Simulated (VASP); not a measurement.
# Si (Fd-3m) in VASP: single point with PBE

Aim: the single point of Si with PBE.

All numbers are computed with VASP 6.6.1; they aren't measurements. Logs are shortened: lines on timing, memory, paths and dates and some standing lists are left out, and cuts for length are marked.

## 1. The cell of the first run

It takes space group Fd-3m (No. 227, cubic). Conventional cell: a = 5.443 Å, b = 5.443 Å, c = 5.443 Å, α = 90.00°, β = 90.00°, γ = 90.00°. Within 3.1 Å of Si (site symmetry -43m) lie 4 Si at 2.36 Å.

## 2. Single point, PBE

The input, INCAR:

```
SYSTEM = Si
PREC = Accurate
ENCUT = 520
EDIFF = 1E-6
ISMEAR = -1
SIGMA = 0.1
LREAL = .FALSE.
LASPH = .TRUE.
NELM = 60
ALGO = Normal
ISIF = 2
LWAVE = .FALSE.
LCHARG = .FALSE.
GGA = PE
NBANDS = 11
```

The input, KPOINTS:

```
Automatic mesh
0
G
  10 10 10
  0 0 0
```

The input, POSCAR:

```
Si
1.0
    0.0000000000      2.7216000000      2.7216000000
    2.7216000000      0.0000000000      2.7216000000
    2.7216000000      2.7216000000      0.0000000000
Si
2
Direct
    0.5000000000      0.5000000000      0.5000000000
    0.7500000000      0.7500000000      0.7500000000
```

Potentials or basis: VASP PAW PBE potentials, release 64 (Si).

Run with:

```console
> cat potpaw_PBE.64/Si/POTCAR > POTCAR
> mpirun -np 1 vasp_std > vasp.out
```

OUTCAR:

```text
SYSTEM = Si
   PREC = Accurate
   ENCUT = 520
   EDIFF = 1E-6
   ISMEAR = -1
   LREAL = .FALSE.
   LASPH = .TRUE.
   NELM = 60
   ISIF = 2
   GGA = PE

 ion  position               nearest neighbor table
   1  0.500  0.500  0.500-   2 2.36   2 2.36   2 2.36   2 2.36
   2  0.750  0.750  0.750-   1 2.36   1 2.36   1 2.36   1 2.36

  LATTYP: Found a face centered cubic cell.
 ALAT       =     5.4432000000

  Lattice vectors:

 A1 = (   0.0000000000,   2.7216000000,   2.7216000000)
 A2 = (   2.7216000000,   0.0000000000,   2.7216000000)
 A3 = (   2.7216000000,   2.7216000000,   0.0000000000)

Analysis of symmetry for initial positions (statically):
=====================================================================
 Subroutine PRICEL returns:
 Original cell was already a primitive cell.

 Routine SETGRP: Setting up the symmetry group for a
 face centered cubic supercell.

 Subroutine GETGRP returns: Found 48 space group operations
 (whereof 24 operations were pure point group operations)
 out of a pool of 48 trial point group operations.

The static configuration has the point symmetry T_d .
 The point group associated with its full space group is O_h .

Analysis of symmetry for dynamics (positions and initial velocities):
=====================================================================
 Subroutine PRICEL returns:
 Original cell was already a primitive cell.

 Routine SETGRP: Setting up the symmetry group for a
 face centered cubic supercell.

 Subroutine GETGRP returns: Found 48 space group operations
 (whereof 24 operations were pure point group operations)
 out of a pool of 48 trial point group operations.

The dynamic configuration has the point symmetry T_d .
 The point group associated with its full space group is O_h .

 Subroutine INISYM returns: Found 48 space group operations
 (whereof 24 operations are pure point group operations),
 and found     1 'primitive' translations

----------------------------------------------------------------------------------------

                                     Primitive cell

  volume of cell :      40.3184

  direct lattice vectors                    reciprocal lattice vectors
     0.000000000  2.721600000  2.721600000    -0.183715461  0.183715461  0.183715461
     2.721600000  0.000000000  2.721600000     0.183715461 -0.183715461  0.183715461
     2.721600000  2.721600000  0.000000000     0.183715461  0.183715461 -0.183715461

  length of vectors
     3.848923631  3.848923631  3.848923631     0.318204513  0.318204513  0.318204513

  position of ions in fractional coordinates (direct lattice)
     0.500000000  0.500000000  0.500000000
     0.750000000  0.750000000  0.750000000

  ion indices of the primitive-cell ions
   primitive index   ion index
                 1           1
                 2           2

----------------------------------------------------------------------------------------

 KPOINTS: Automatic mesh

Automatic generation of k-mesh.
 Grid dimensions read from file:
 generate k-points for:   10   10   10

 Generating k-lattice:

  Cartesian coordinates                     Fractional coordinates (reciprocal lattice)
    -0.018371546  0.018371546  0.018371546     0.100000000  0.000000000  0.000000000
     0.018371546 -0.018371546  0.018371546     0.000000000  0.100000000  0.000000000
     0.018371546  0.018371546 -0.018371546     0.000000000  0.000000000  0.100000000

  Length of vectors
     0.031820451  0.031820451  0.031820451

  Shift w.r.t. Gamma in fractional coordinates (k-lattice)
     0.000000000  0.000000000  0.000000000

 Subroutine IBZKPT returns following result:
 ===========================================

 Found     47 irreducible k-points:

 Following reciprocal coordinates:
            Coordinates               Weight
  0.000000  0.000000  0.000000      1.000000
  0.100000  0.000000  0.000000      8.000000
  0.200000  0.000000  0.000000      8.000000
  0.300000  0.000000  0.000000      8.000000
  0.400000  0.000000  0.000000      8.000000
  0.500000  0.000000  0.000000      4.000000
[... 16 lines left out ...]
  0.300000  0.300000  0.000000      6.000000
  0.400000  0.300000  0.000000     24.000000
 [... further k-points ...]
   k-points           NKPTS =     47   k-points in BZ     NKDIM =     47   number of bands    NBANDS=     11
   number of dos      NEDOS =    301   number of ions     NIONS =      2
   total plane-waves  NPLWV =  27000
   dimension x,y,z NGX =    30 NGY =   30 NGZ =   30
   dimension x,y,z NGXF=    60 NGYF=   60 NGZF=   60
   ions per type =               2
   NGX,Y,Z   is equivalent  to a cutoff of  12.96, 12.96, 12.96 a.u.
   NGXF,Y,Z  is equivalent  to a cutoff of  25.92, 25.92, 25.92 a.u.
 SYSTEM =  Si
   PREC   = accura    normal or accurate (medium, high low for compatibility)
   ISTART =      0    job   : 0-new  1-cont  2-samecut
   ICHARG =      2    charge: 1-file 2-atom 10-const
   ISPIN  =      1    spin polarized calculation?
   LNONCOLLINEAR =      F non collinear calculations
   LSORBIT =      F    spin-orbit coupling
   LASPH  =      T    aspherical Exc in radial PAW
   ENCUT  =  520.0 eV  38.22 Ry    6.18 a.u.   7.16  7.16  7.16*2*pi/ulx,y,z
   NELM   =     60;   NELMIN=  2; NELMDL= -5     # of ELM steps
   EDIFF  = 0.1E-05   stopping-criterion for ELM
   LREAL  =      F    real-space projection
   EDIFFG = 0.1E-04   stopping-criterion for IOM
   NSW    =      0    number of steps for IOM
   IBRION =     -1    ionic relax: 0-MD 1-quasi-New 2-CG
   NFREE  =      0    steps in history (QN), initial steepest desc. (CG)
   ISIF   =      2    stress and relaxation
   ISYM   =      2    0-nonsym 1-usesym 2-fastsym
   POTIM  = 0.5000    time-step for ionic-motion
   TEBEG  =    0.0;   TEEND  =   0.0 temperature during run
   PSTRESS=    0.0 pullay stress
   NELECT =       8.0000    total number of electrons
   NUPDOWN=      -1.0000    fix difference up-down
   EMIN   =  10.00;   EMAX   =-10.00  energy-range for DOS
   EFERMI =   0.00;   METHOD = LEGACY
   ISMEAR =    -1;   SIGMA  =   0.10  broadening in eV -4-tet -1-fermi 0-gaus
   EFERMI_NEDOS =   21; number of points for ismear=-14 and -15
   IALGO  =     38    algorithm
   IMIX   =      4    mixing-type and parameters
     AMIX     =   0.40;   BMIX     =  1.00
     AMIX_MAG =   1.60;   BMIX_MAG =  1.00
  volume/ion in A,a.u.               =      20.16       136.04
  Fermi-wavevector in a.u.,A,eV,Ry     =   0.954854  1.804413 12.405073  0.911747
  Thomas-Fermi vector in A             =   2.083639
   LORBIT       =      0    0 simple, 1 ext, 2 COOP (PROOUT), +10 PAW based schemes
   GGA     = PE    functional components
   LHFCALC =     F    Hartree Fock is set to
   AEXX    =    0.0000 exact exchange contribution
   IVDW    =     0    specifies the selected vdW correction
   LEPSILON=     F    determine dielectric tensor
   LRPA    =     F    only Hartree local field effects (RPA)
 non-spin polarized calculation
  energy-cutoff  :      520.00
  volume of cell :       40.32
 maximum number of plane-waves:      1106
 NGX is ok and might be reduce to    30
   NGX = 15   NGY = 15   NGZ = 15

 number of electron       8.0000001 magnetization

 Free energy of the ion-electron system (eV)
  ---------------------------------------------------
  ext. energy  EPLUGINS =         0.00000000
  ---------------------------------------------------
  free energy    TOTEN  =       -10.84711733 eV

  energy without entropy =      -10.84619541  energy(sigma->0) =      -10.84665637

 E-fermi :   6.0353     XC(G=0):  -9.3825

 val. band max:        5.7557092901   @ k =   0.0000   0.0000   0.0000
 cond. band min:       6.3497588729   @ k =   0.4000   0.4000   0.0000
 fundamental gap:      0.5940495828
 Fermi energy:         6.0353494528

 k-point     1 :       0.0000    0.0000    0.0000
  band No.  band energies     occupation
      1      -6.1542      2.00000
      2       5.7557      1.88496
      3       5.7557      1.88496
      4       5.7557      1.88496
      5       8.3189      0.00000
      6       8.3189      0.00000
      7       8.3189      0.00000
      8       9.0500      0.00000
      9      13.4726      0.00000
     10      13.4726      0.00000
     11      13.6881      0.00000

 k-point     2 :       0.1000    0.0000    0.0000
  band No.  band energies     occupation
      1      -6.0241      2.00000
      2       4.6127      2.00000
      3       5.5591      1.98306
      4       5.5591      1.98306
      5       8.3158      0.00000
      6       8.6088      0.00000
      7       8.6088      0.00000
      8       9.9865      0.00000
      9      13.1186      0.00000
     10      13.1186      0.00000
     11      14.2233      0.00000

 k-point     3 :       0.2000    0.0000    0.0000
  band No.  band energies     occupation
      1      -5.6399      2.00000
      2       2.7581      2.00000
      3       5.1810      1.99961
      4       5.1810      1.99961
      5       7.9562      0.00000
      6       9.1145      0.00000
      7       9.1145      0.00000
      8      11.7534      0.00000
      9      12.8057      0.00000
     10      12.8057      0.00000
     11      14.8826      0.00000

 k-point     4 :       0.3000    0.0000    0.0000
  band No.  band energies     occupation
      1      -5.0285      2.00000
      2       0.9814      2.00000
      3       4.8479      1.99999
      4       4.8479      1.99999
      5       7.5939      0.00000
      6       9.2878      0.00000
      7       9.2878      0.00000
      8      13.3444      0.00000
      9      13.3444      0.00000
     10      13.3502      0.00000
     11      14.6399      0.00000

 k-point     5 :       0.4000    0.0000    0.0000
  band No.  band energies     occupation
      1      -4.2872      2.00000
      2      -0.4854      2.00000
      3       4.6365      2.00000
      4       4.6365      2.00000
      5       7.3542      0.00000
      6       9.1742      0.00000
      7       9.1742      0.00000
      8      13.5863      0.00000
      9      14.7261      0.00000
     10      14.7261      0.00000
     11      15.7942      0.00000
[... 211 lines left out ...]
 k-point    21 :      -0.3000    0.2000    0.0000
  band No.  band energies     occupation
      1      -4.1008      2.00000
      2       0.0623      2.00000
      3       2.3275      2.00000
      4       4.4492      2.00000
      5       8.2091      0.00000
      6      10.2798      0.00000
      7      10.3518      0.00000
      8      12.4417      0.00000
      9      12.5733      0.00000
     10      15.2817      0.00000
     11      17.6449      0.00000

 k-point    22 :      -0.2000    0.2000    0.0000
  band No.  band energies     occupation
      1      -4.8137      2.00000
      2       1.2923      2.00000
      3       2.7796      2.00000
      4       4.9161      1.99997
      5       8.6375      0.00000
      6       9.7420      0.00000
      7      10.0533      0.00000
      8      11.4719      0.00000
      9      11.8771      0.00000
     10      16.4410      0.00000
     11      16.4928      0.00000

 k-point    23 :       0.3000    0.3000    0.0000
  band No.  band energies     occupation
      1      -4.6141      2.00000
      2       1.3464      2.00000
      3       3.5438      2.00000
      4       3.5438      2.00000
      5       6.6280      0.00532
      6       8.1785      0.00000
      7      12.3823      0.00000
      8      12.3823      0.00000
      9      14.8134      0.00000
     10      15.2034      0.00000
     11      18.1796      0.00000

 k-point    24 :       0.4000    0.3000    0.0000
  band No.  band energies     occupation
      1      -4.0051      2.00000
      2       0.3464      2.00000
      3       2.9227      2.00000
      4       3.3402      2.00000
      5       6.8158      0.00082
      6       8.0084      0.00000
      7      12.6795      0.00000
      8      12.8029      0.00000
      9      16.2066      0.00000
     10      16.4537      0.00000
     11      17.8718      0.00000

 [... further k-points ...]

------------------------ aborting loop because EDIFF is reached ----------------------------------------

  FORCE on cell =-STRESS in cart. coord.  units (eV):
  Direction    XX          YY          ZZ          XY          YZ          ZX
  --------------------------------------------------------------------------------------
  -------------------------------------------------------------------------------------
  Total        0.3217457      0.3217457      0.3217457      0.0000000     -0.0000000      0.0000000
  in kB       12.7855796     12.7855796     12.7855796      0.0000000     -0.0000000      0.0000000
  external PRESSURE =      12.7855796 kB  Pullay stress =       0.0000000 kB

 VOLUME and BASIS-vectors are now :
 -----------------------------------------------------------------------------
  energy-cutoff  :      520.00
  volume of cell :       40.32
      direct lattice vectors                 reciprocal lattice vectors
     0.000000000  2.721600000  2.721600000    -0.183715461  0.183715461  0.183715461
     2.721600000  0.000000000  2.721600000     0.183715461 -0.183715461  0.183715461
     2.721600000  2.721600000  0.000000000     0.183715461  0.183715461 -0.183715461

 POSITION                                       TOTAL-FORCE (eV/Angst)
 -----------------------------------------------------------------------------------
      2.72160      2.72160      2.72160        -0.000000      0.000000     -0.000000
      4.08240      4.08240      4.08240         0.000000     -0.000000      0.000000
 -----------------------------------------------------------------------------------
    total drift:                                0.000000     -0.000000     -0.000000

  FREE ENERGIE OF THE ION-ELECTRON SYSTEM (eV)
  ---------------------------------------------------
  free  energy   TOTEN  =       -10.8471173321 eV

  energy  without entropy=      -10.8461954096  energy(sigma->0) =      -10.84665637
```

Run time: 42 s. Hardware: 1 thread of AMD EPYC 7R13, shared host; peak memory 0.13 GiB.

What came out:

* Free energy: -10.8471 eV
* Pressure: 1.3 GPa
* Band gap on the k mesh: 0.59 eV, indirect (least direct gap 2.56 eV)

A k mesh can miss the band edges. PBE gaps usually lie below the measured ones, often by a third to a half.
